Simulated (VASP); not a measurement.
A run of VASP 6.6.1:

Contents of INCAR:

```
SYSTEM = Ga2SbP3
PREC = Accurate
ENCUT = 520
EDIFF = 1E-7
ISMEAR = 0
SIGMA = 0.1
LREAL = .False.
LASPH = .True.
NELM = 60
ALGO = Normal
ISIF = 2
LWAVE = .False.
LCHARG = .True.
GGA = PE
LELF = .True.
LVHAR = .True.
NBANDS = 32
```

KPOINTS

```
regular mesh
0
Gamma
  12 12 4
  0 0 0
```

The input POSCAR:

```
Ga2SbP3
1.0
    3.4667822613      0.0000000000      0.0000000000
    0.0000000000      3.4667822613      0.0000000000
    0.0000000000      0.0000000000      9.0674227308
Ga Sb P
2 1 3
Direct
    0.5000000000      0.5000000000      0.8384098086
    0.5000000000      0.5000000000      0.1615901914
    0.5000000000      0.5000000000      0.5000000000
    0.0000000000      0.0000000000      0.0000000000
    0.0000000000      0.0000000000      0.7226300539
    0.0000000000      0.0000000000      0.2773699461
```

Potentials or basis: VASP PAW PBE potentials, release 64 (Ga_d, Sb, P).

Command:

```console
$ cat potpaw_PBE.64/Ga_d/POTCAR potpaw_PBE.64/Sb/POTCAR potpaw_PBE.64/P/POTCAR > POTCAR
$ mpirun -np 1 vasp_std > vasp.out
```

Hardware: 1 thread of Intel Xeon 8259CL, on a shared host.

Task: How long does it take, and how much memory?

Result: It took 8.2 min on 1 thread of Intel Xeon 8259CL (shared host), peak memory 0.41 GiB. Counts: scf iterations 15, k points 84.
